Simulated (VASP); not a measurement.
Set up this calculation in VASP 6.6.1, as the native input.

| Item | Value |
| --- | --- |
| Task | single point |
| Functional | PBE |
| Potentials or basis | VASP PAW PBE potentials, release 64 (P, C) |
| Cutoff | 520 eV |
| k mesh | 12 × 12 × 12 |
| Occupations | gaussian, width 0.1 eV |
| Spin | no spin polarisation |
| Dipole correction | no |
| Further INCAR settings | ALGO = Normal; EDIFF = 1e-06; NBANDS = 18 |

The structure of PC4 lies in POSCAR:

```
PC4
1.0
   -2.1797854199      2.1797854199      2.1797854199
    2.1797854199     -2.1797854199      2.1797854199
    2.1797854199      2.1797854199     -2.1797854199
P C
1 4
Direct
    0.0000000000      0.0000000000      0.0000000000
    0.0000000000      0.0000000000      0.5000000000
    0.5000000000      0.0000000000      0.0000000000
    0.5000000000      0.5000000000      0.5000000000
    0.0000000000      0.5000000000      0.0000000000
```

One way to write it, as run:

INCAR

```
PREC = Accurate
ENCUT = 520
EDIFF = 1E-6
ISMEAR = 0
SIGMA = 0.1
LREAL = False
LASPH = True
NELM = 80
ALGO = Normal
ISIF = 2
LWAVE = False
LCHARG = False
GGA = PE
NBANDS = 18
```

KPOINTS

```
Automatic mesh
0
Gamma
  12 12 12
```

Potentials or basis: VASP PAW PBE potentials, release 64 (P, C).

Command:

```console
$ cat potpaw_PBE.64/P/POTCAR potpaw_PBE.64/C/POTCAR > POTCAR
$ mpirun -np 1 vasp_std > vasp.out
```

Results of the run:

| Property | Result |
| --- | --- |
| Pressure | -0.5 GPa |

It took 19 s on 1 thread of Intel(R) Xeon(R) 6975P-C (Granite Rapids), with other jobs on the host, peak memory 0.18 GiB.
